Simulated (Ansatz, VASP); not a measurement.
One calculation of TiCo3, two programs

The input INCAR:

```
ALGO = Normal ; EDIFF = 1E-6
ENCUT = 520 ; GGA = PS
ISIF = 2 ; ISMEAR = -1
LASPH = T ; LCHARG = F
LREAL = F ; LWAVE = F
NBANDS = 28 ; NELM = 60
PREC = Accurate ; SIGMA = 0.05
```

The input KPOINTS:

```
k-points
0
Gamma
  10 10 10
```

POSCAR

```
TiCo3
1.0
    3.3424208696      0.0000000000      0.0000000000
    0.0000000000      3.3424208696      0.0000000000
    0.0000000000      0.0000000000      3.3424208696
Ti Co
1 3
Direct
    0.0000000000      0.0000000000      0.0000000000
    0.0000000000      0.5000000000      0.5000000000
    0.5000000000      0.0000000000      0.5000000000
    0.5000000000      0.5000000000      0.0000000000
```

Input for Ansatz:

```yaml
crystal:
  lattice:
    - [3.3424208696, 0.0, 0.0]
    - [0.0, 3.3424208696, 0.0]
    - [0.0, 0.0, 3.3424208696]
  atoms:
    - { symbol: Ti, position: [0.0, 0.0, 0.0] }
    - { symbol: Co, position: [0.0, 0.5, 0.5] }
    - { symbol: Co, position: [0.5, 0.0, 0.5] }
    - { symbol: Co, position: [0.5, 0.5, 0.0] }
kpoints:
  mp_grid: { grid: [10, 10, 10] }
scf:
  occupations: { method: fermi_dirac, width: 0.05 }
  lower_state_search: "off"
hamiltonian:
  xc: pbesol
  pseudopotentials: { kind: all_electron, lapw: { basis_error: 0.001 } }
output:
  forces: true
  stress: true
  eigenvalues: false
```

Change from the starting cell: volume scaled by 0.82, no spin polarisation, LAPW.

Alike in both runs: task single point; functional PBEsol; k mesh 10 × 10 × 10; occupations fermi-dirac, width 0.05 eV; no spin polarisation.

|  | VASP | Ansatz |
| --- | --- | --- |
| version | VASP 6.6.1 | Ansatz 0.2.0 |
| potentials or method | VASP PAW PBE potentials, release 64 (Ti_sv, Co), cutoff 520 eV | all-electron LAPW, scalar-relativistic |

VASP gave:

| Property | Result |
| --- | --- |
| pressure (GPa) | 53.7 |

Problem. Which values does Ansatz return?

Solution. Pressure (GPa): 55.1.

VASP's potentials were made for PBE, not for PBEsol. Both programs put the cell under a high pressure, so it lies far from rest at this level. Ansatz ran all-electron here, and VASP with PAW potentials.
